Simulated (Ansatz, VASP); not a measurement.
Hf in VASP and in Ansatz

```xyz
3
Lattice="4.9623 0.0000 0.0000 -2.4812 4.2975 0.0000 0.0000 0.0000 3.0862" Properties=species:S:1:pos:R:3 pbc="T T T"
Hf    0.0000    0.0000    0.0000
Hf    0.0000    2.8650    1.5431
Hf    2.4812    1.4325    1.5431
```

Alike in both runs: functional PBEsol; k mesh 6 × 6 × 9; occupations fermi-dirac, width 0.05 eV; non-collinear spin, spin-orbit coupling.

|  | VASP | Ansatz |
| --- | --- | --- |
| version | VASP 6.6.1 | Ansatz 0.2.0 |
| potentials or method | VASP PAW PBE potentials, release 64 (Hf_pv) | Ansatz PAW |
| plane-wave cutoff (eV) | 520 | 420 |
| valence electrons in the cell | 30 | 78 |
| task | single point | band structure |

VASP gave:

* pressure (GPa): -3.4
* traceless stress, the component that is largest in VASP (GPa): 0.53
* net moment per atom (μB): 0.00

Problem. Which values does Ansatz return?

Solution. Pressure (GPa): -2.9; traceless stress, the component that is largest in VASP (GPa): 0.18; net moment per atom (μB): 0.00.

VASP's potentials were made for PBE, not for PBEsol. The functional is the same, so the differences come from potentials, cutoffs and numerics. VASP's potentials hold 30 valence electrons a cell and Ansatz's 78, so a difference there can come from the potentials and not from the codes.
